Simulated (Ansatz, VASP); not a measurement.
## GaAs: VASP beside Ansatz

The input POSCAR:

```
GaAs
1.0
    0.0000000000      2.7886446409      2.7886446409
    2.7886446409      0.0000000000      2.7886446409
    2.7886446409      2.7886446409      0.0000000000
As Ga
1 1
Direct
    0.7500000000      0.7500000000      0.7500000000
    0.0000000000      0.0000000000      0.0000000000
```

The input INCAR.step1:

```
SYSTEM = GaAs
ALGO = Normal
EDIFF = 1E-5
ENCUT = 520
GGA = PE
ISIF = 2
ISMEAR = -1
LASPH = .True.
LCHARG = .False.
LREAL = .False.
LWAVE = .True.
NBANDS = 16
NELM = 100
PREC = Accurate
SIGMA = 0.05
```

Contents of INCAR.step2:

```
SYSTEM = GaAs
AEXX = 0.5
AGGAC = 1.0
AGGAX = 0.5
ALDAC = 0.0
ALDAX = 0.5
ALGO = Normal
EDIFF = 1E-6
ENCUT = 520
GGA = B5
ISIF = 2
ISMEAR = -1
ISTART = 1
LASPH = .True.
LCHARG = .False.
LHFCALC = .True.
LREAL = .False.
LWAVE = .False.
NBANDS = 16
NELM = 100
PREC = Accurate
PRECFOCK = Normal
SIGMA = 0.05
```

KPOINTS

```
k-points
0
Gamma
  4 4 4
  0 0 0
```

File input.yaml:

```yaml
crystal:
  lattice:
    - [0.0, 2.7886446409, 2.7886446409]
    - [2.7886446409, 0.0, 2.7886446409]
    - [2.7886446409, 2.7886446409, 0.0]
  atoms:
    - { symbol: As, position: [0.75, 0.75, 0.75] }
    - { symbol: Ga, position: [0.0, 0.0, 0.0] }
hamiltonian:
  xc: { name: BHLYP }
  pseudopotentials: { kind: paw }
kpoints:
  mp_grid: { grid: [4, 4, 4] }
scf:
  occupations: { method: fermi_dirac, width: 0.05 }
output:
  forces: true
  stress: true
  eigenvalues: true
```

Alike in both runs: task single point; functional BHLYP; k mesh 4 × 4 × 4; occupations fermi-dirac, width 0.05 eV; no spin polarisation.

```csv
,VASP,Ansatz
version,VASP 6.6.1,Ansatz 0.2.0
potentials or method,"VASP PAW PBE potentials, release 64 (As, Ga_d)",Ansatz PAW
plane-wave cutoff (eV),520,420
valence electrons in the cell,18,28
```

|  | VASP | Ansatz | Ansatz less VASP |
| --- | --- | --- | --- |
| gap on the k mesh at the Fermi level (eV) | 4.26 | 4.14 | -0.126 |
| least direct gap on the mesh (eV) | 4.26 | 4.14 | -0.126 |
| pressure (GPa) | 5.6 | 6.2 | +0.53 |

VASP's potentials were made for PBE, not for BHLYP. The functional is the same, so the differences come from potentials, cutoffs and numerics. VASP's potentials hold 18 valence electrons a cell and Ansatz's 28, so a difference there can come from the potentials and not from the codes.

The k mesh is coarse, so the values compare programs but aren't converged.
